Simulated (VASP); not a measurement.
# BeSe5 (P-62m) in VASP: notebook, part 2 of 2

VASP 6.6.1.

**4. Relaxation of cell and atoms, PBE**

This run uses another cell than the first one, of 30.05 Å³/atom, 1.473 times its volume.

INCAR

```
ALGO = Normal
EDIFF = 1E-6
EDIFFG = -0.04
ENCUT = 600
GGA = PE
IBRION = 2
ISIF = 3
ISMEAR = 0
LASPH = True
LCHARG = False
LREAL = False
LWAVE = False
NELM = 80
NSW = 90
PREC = Accurate
SIGMA = 0.1
```

KPOINTS

```
k-points
0
Gamma
  3 3 4
```

POSCAR

```
BeSe5
1.0
    6.1251657300      0.0000000000      0.0000000000
   -3.0625828700      5.3045491300      0.0000000000
    0.0000000000      0.0000000000      5.5488348700
Be Se
1 5
Direct
    0.0000000000      0.0000000000      0.5000000000
    0.3333333300      0.6666666700      0.5000000000
    0.0000000000      0.6884842500      0.0000000000
    0.6884842500      0.0000000000      0.0000000000
    0.3115157500      0.3115157500      0.0000000000
    0.6666666700      0.3333333300      0.5000000000
```

On the command line:

```console
> cat potpaw_PBE.64/Be/POTCAR potpaw_PBE.64/Se/POTCAR > POTCAR
> mpirun -np 1 vasp_std > vasp.out
```

Wall time 8.1 min (1 thread of Intel Xeon 6975P-C (Granite Rapids), shared host); peak memory 0.38 GiB.

Results (log left out):

| Quantity | Value |
| --- | --- |
| Free energy | -19.4088 eV |
| Relaxed volume | 20.41 Å³/atom |
| Relaxed cell | a = 6.433 Å, b = 6.433 Å, c = 3.417 Å, α = 90.00°, β = 90.00°, γ = 120.00° |
| Space group after relaxing (to 0.05 Å) | P-62m (No. 189) |
| Energy gained by relaxing | 977.9 meV/atom |
| Ionic steps | 29 |
| Pressure after relaxing | -0.1 GPa |
| Largest force after relaxing | 0.017 eV/Å |
| Band gap on the k mesh | zero (band 16 reaches 5.72 eV, above the bottom of band 17 at 4.00 eV) |

Forces in eV/Å, atoms in the order of the input:
```
Be   0.000  0.000  0.000
Se   0.000  0.000  0.000
Se   0.008 -0.014  0.000
Se  -0.017  0.000  0.000
Se   0.008  0.014  0.000
Se   0.000  0.000  0.000
```

Stress tensor (GPa, compression positive):
```
-0.22  0.00  0.00
 0.00 -0.22  0.00
 0.00  0.00  0.06
```

The path:
```
step  energy change (eV)  largest force (eV/Å)  pressure (GPa)  volume (Å³)
   1              0.0000                0.7253          -11.09       180.29
   2             -3.1683                0.6587           -6.61       131.25
   3             -3.5645                0.4866           -0.59       116.78
   4             -3.5706                0.4489            0.69       114.63
   5             -3.7689                0.3508            1.01       113.97
   6             -4.0688                0.0711            1.75       112.70
   7             -4.7236                0.4809            7.03       109.08
   8             -3.7270                2.0082           28.01        97.20
   9             -4.9606                1.0343           11.44       106.04
  10             -4.9436                1.1886           13.68       104.64
  11             -4.7154                1.4231           19.16       101.18
  12             -4.9125                1.2799           15.15       103.72
  13             -4.9436                1.2538           15.00       103.91
  14             -5.0311                1.1969           14.59       104.46
  15             -5.1543                1.1448           13.91       105.45
  16             -4.9878                1.3255           14.32       107.03
  17             -5.1530                1.2179           13.75       106.11
  18             -5.2416                1.1249           12.65       107.05
  19             -5.4667                0.8689            9.55       109.88
  20             -5.7537                0.4567            4.42       115.69
  21             -5.8155                0.0354           -2.57       127.91
  22             -5.8596                0.1317           -0.41       123.32
  23             -5.8602                0.1478           -0.12       122.75
  24             -5.8609                0.1407           -0.10       122.71
  25             -5.8629                0.1194           -0.06       122.58
  26             -5.8651                0.0755            0.03       122.33
  27             -5.8653                0.0546            0.08       122.21
  28             -5.8660                0.0441            0.02       122.27
  29             -5.8674                0.0166           -0.12       122.44
```

Final structure:
```
Be Se
1.0
     6.43265    0.00000    0.00000
    -3.21633    5.57084    0.00000
     0.00000    0.00000    3.41679
Be Se
1 5
Direct
  0.00000 0.00000 0.50000
  0.33333 0.66667 0.50000
  0.00000 0.73347 0.00000
  0.73347 0.00000 0.00000
  0.26653 0.26653 0.00000
  0.66667 0.33333 0.50000
```

Levels at points of the mesh, in eV from the Fermi level:
```tsv
k point	band 12	band 13	band 14	band 15	band 16	band 17	band 18	band 19	band 20
(0.00, 0.00, 0.00)	-0.12	-0.12	0.04	0.18	0.64	0.64	0.66	1.12	1.12
(0.00, 0.00, 0.50)	-3.27	-2.33	-2.33	-0.57	0.22	0.22	0.58	0.58	2.75
```

Caveat: the k points lie up to 0.46 Å⁻¹ apart in the final cell; the volume moved by over 15 % at a fixed basis, so the end points are rough.

**5. Relaxation of cell and atoms, PBE**

This run uses another cell than the first one, of 20.36 Å³/atom, 0.998 times its volume.

INCAR

```
SYSTEM = BeSe5
PREC     = Accurate       ! precision mode
ENCUT    = 600            ! plane-wave cutoff, eV
EDIFF    = 1E-6           ! SCF threshold, eV
ISMEAR   = 0              ! smearing method
SIGMA    = 0.1            ! smearing width, eV
LREAL    = .FALSE.        ! projectors in reciprocal space
LASPH    = .TRUE.         ! aspherical terms in the spheres
NELM     = 60             ! most SCF steps
ALGO     = Normal         ! electronic algorithm
ISIF     = 3              ! what is computed and relaxed
LWAVE    = .FALSE.        ! write WAVECAR
LCHARG   = .FALSE.        ! write CHGCAR
GGA      = PE             ! functional
IBRION   = 2              ! ionic algorithm
NSW      = 100            ! ionic steps
EDIFFG   = -0.01          ! ionic threshold
```

KPOINTS

```
Automatic mesh
0
G
  6 6 12
  0 0 0
```

POSCAR

```
BeSe5
1.0
    6.3995764662      0.0000000000      0.0000000000
   -3.1997882331      5.5421957932      0.0000000000
    0.0000000000      0.0000000000      3.4435155346
Be Se
1 5
Direct
    0.0000000000      0.0000000000      0.5000000000
    0.3333333333      0.6666666667      0.5000000000
    0.0000000000      0.7321720402      0.0000000000
    0.7321720402      0.0000000000      0.0000000000
    0.2678279598      0.2678279598      0.0000000000
    0.6666666667      0.3333333333      0.5000000000
```

On the command line:

```console
> cat potpaw_PBE.64/Be/POTCAR potpaw_PBE.64/Se/POTCAR > POTCAR
> mpirun -np 1 vasp_std > vasp.out
```

Run time: 3.9 min. Hardware: 1 thread of Intel Xeon 6975P-C (Granite Rapids), shared host; peak memory 0.36 GiB.

Results (log left out):

```yaml
Free_energy: -19.4274 eV
Relaxed_volume: 20.41 Å³/atom
Relaxed_cell: a = 6.430 Å, b = 6.430 Å, c = 3.420 Å, α = 90.00°, β = 90.00°, γ = 120.00°
Space_group_after_relaxing_to_0.05_Å: P-62m (No. 189)
Energy_gained_by_relaxing: 1.0 meV/atom
Ionic_steps: 6
Pressure_after_relaxing: 0.0 GPa
Largest_force_after_relaxing: 0.004 eV/Å
Band_gap_on_the_k_mesh: zero (band 16 reaches 5.73 eV, above the bottom of band 17 at 3.73 eV)
```

Forces on the atoms (eV/Å):
```
Be   0.000  0.000  0.000
Se   0.000  0.000  0.000
Se  -0.002  0.003  0.000
Se   0.004  0.000  0.000
Se  -0.002 -0.003  0.000
Se   0.000  0.000  0.000
```

Step by step:
| step | energy change (eV) | largest force (eV/Å) | pressure (GPa) | volume (Å³) |
| --- | --- | --- | --- | --- |
| 1 | 0.0000 | 0.0952 | -0.28 | 122.13 |
| 2 | -0.0021 | 0.0755 | 0.12 | 121.51 |
| 3 | -0.0023 | 0.0674 | 0.28 | 121.27 |
| 4 | -0.0040 | 0.0560 | 0.20 | 121.58 |
| 5 | -0.0059 | 0.0262 | -0.01 | 122.40 |
| 6 | -0.0062 | 0.0038 | -0.02 | 122.43 |

Final structure:
```
Be Se
1.0
     6.42966    0.00000    0.00000
    -3.21483    5.56825    0.00000
     0.00000    0.00000    3.41976
Be Se
1 5
Direct
  0.00000 0.00000 0.50000
  0.33333 0.66667 0.50000
  0.00000 0.73724 0.00000
  0.73724 0.00000 0.00000
  0.26276 0.26276 0.00000
  0.66667 0.33333 0.50000
```

Levels at points of the mesh, in eV from the Fermi level:
| k point | band 14 | band 15 | band 16 | band 17 | band 18 | band 19 |
| --- | --- | --- | --- | --- | --- | --- |
| (0.00, 0.00, 0.00) | -0.07 | 0.08 | 0.43 | 0.43 | 0.45 | 1.03 |
| (0.50, 0.00, 0.00) | -0.82 | -0.81 | 0.66 | 0.71 | 1.34 | 1.60 |
| (0.00, 0.00, 0.50) | -2.42 | -0.77 | 0.14 | 0.14 | 0.45 | 0.45 |
| (0.50, 0.00, 0.50) | -1.22 | -0.71 | -0.69 | -0.56 | -0.55 | -0.03 |

**6. Summary**

```csv
task,cell,k mesh,cutoff (eV),gap on the mesh (eV),pressure (GPa),relaxed volume (Å³/atom),largest force (eV/Å)
single point,"a = 6.430, b = 6.430, c = 3.418 Å, angles 90.0, 90.0, 120.0°, 6 atoms",6 × 6 × 12,520,none,0.0,-,-
relaxation of cell and atoms,"relaxed from a = 6.403, b = 6.403, c = 3.440 Å, angles 90.0, 90.0, 120.0°, 6 atoms",3 × 3 × 6,600,none,0.0,20.37,0.02
relaxation of cell and atoms,"relaxed from a = 6.125, b = 6.125, c = 5.549 Å, angles 90.0, 90.0, 120.0°, 6 atoms",3 × 3 × 4,600,none,-0.1,20.41,0.02
relaxation of cell and atoms,"relaxed from a = 6.400, b = 6.400, c = 3.444 Å, angles 90.0, 90.0, 120.0°, 6 atoms",6 × 6 × 12,600,none,0.0,20.41,-
```

Alike in all rows: level PBE; potentials or basis VASP PAW PBE potentials, release 64 (Be, Se); no spin polarisation; smearing gaussian 0.1 eV.

Caveats: some runs use coarse meshes; the volume moved by over 15 % at a fixed basis, so the end points are rough (some runs).

Total energies depend on the potentials used, so only differences within one code and one set of settings carry meaning.
